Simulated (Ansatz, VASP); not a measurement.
**K4TeBr2: VASP beside Ansatz**

```
K Te Br
1.0
     0.02136   -0.01904    5.96822
    -6.28656    0.00932   -0.02278
     3.15604   -8.49009    0.03853
K Te Br
4 1 2
Direct
  0.50052 0.87709 0.75338
  0.49992 0.12257 0.24703
  0.00043 0.60617 0.21428
  0.99922 0.39351 0.78481
  0.00031 0.00043 0.99990
  0.49887 0.67418 0.34871
  0.50073 0.32604 0.65190
```

Change from the starting cell: cell x1, atoms moved at random (sigma 0.1 Å) and cell strained at random (1.5 %), then relaxed without symmetry.

Alike in both runs: functional PBE; k mesh 2 × 2 × 2; occupations gaussian, width 0.1 eV; no spin polarisation.

Ansatz relaxed the structure, and its values are those at the end. VASP's run is a single point on that final structure, the one shown.

|  | VASP | Ansatz |
| --- | --- | --- |
| version | VASP 6.6.1 | Ansatz 0.2.0 |
| potentials or method | VASP PAW PBE potentials, release 64 (K_sv, Te, Br), cutoff 520 eV | scalar-relativistic, plane waves, PAW |
| valence electrons in the cell | 56 | 66 |

|  | VASP | Ansatz | Ansatz less VASP |
| --- | --- | --- | --- |
| gap on the k mesh at the Fermi level (eV) | 2.06 | 2.06 | +0.002 |
| least direct gap on the mesh (eV) | 2.06 | 2.06 | +0.002 |
| pressure (GPa) | 0.0 | 0.0 | -0.02 |
| rms of the force components (eV/Å) | 0.007 | 0.006 | -0.0008 |

VASP's potentials hold 56 valence electrons a cell and Ansatz's 66, so a difference there can come from the potentials and not from the codes.

The k mesh is coarse, so the values compare programs but aren't converged. Spin-orbit coupling is off throughout.
